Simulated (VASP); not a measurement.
Here is a VASP 6.6.1 calculation.

File INCAR:

```
PREC = Accurate ; ENCUT = 520
EDIFF = 1E-6 ; ISMEAR = 0
SIGMA = 0.1 ; LREAL = F
LASPH = T ; NELM = 100
ALGO = Normal ; ISIF = 2
LWAVE = F ; LCHARG = T
GGA = PE ; LELF = T
LVHAR = T ; NBANDS = 36
```

File KPOINTS:

```
Automatic mesh
0
Gamma
  12 12 8
```

POSCAR

```
Ge
1.0
    3.8755396563      0.0000000000      0.0000000000
   -1.9377698282      3.3563157957      0.0000000000
    0.0000000000      0.0000000000      6.7919542442
Ge
4
Direct
    0.6666666667      0.3333333333      0.0670742637
    0.3333333333      0.6666666667      0.5670742637
    0.6666666667      0.3333333333      0.4329257363
    0.3333333333      0.6666666667      0.9329257363
```

Potentials or basis: VASP PAW PBE potentials, release 64 (Ge_d).

Launch:

```sh
$ cat potpaw_PBE.64/Ge_d/POTCAR > POTCAR
$ mpirun -np 1 vasp_std > vasp.out
```

Q: Estimate the largest force.

A: 0.006 eV/Å.

Q: Predict the band gap on the k mesh.

A: Zero (band 28 reaches 5.60 eV, above the bottom of band 29 at 5.36 eV).

Q: What does it give for the pressure?

A: 5.5 GPa.

Forces in eV/Å, atoms in the order of the input:
```
Ge   0.000  0.000 -0.006
Ge   0.000  0.000 -0.006
Ge   0.000  0.000  0.006
Ge   0.000  0.000  0.006
```

Caveat: the cell differs from its parent crystal (biaxial strain in the a-b plane: -4.5 %, then relaxed in part).
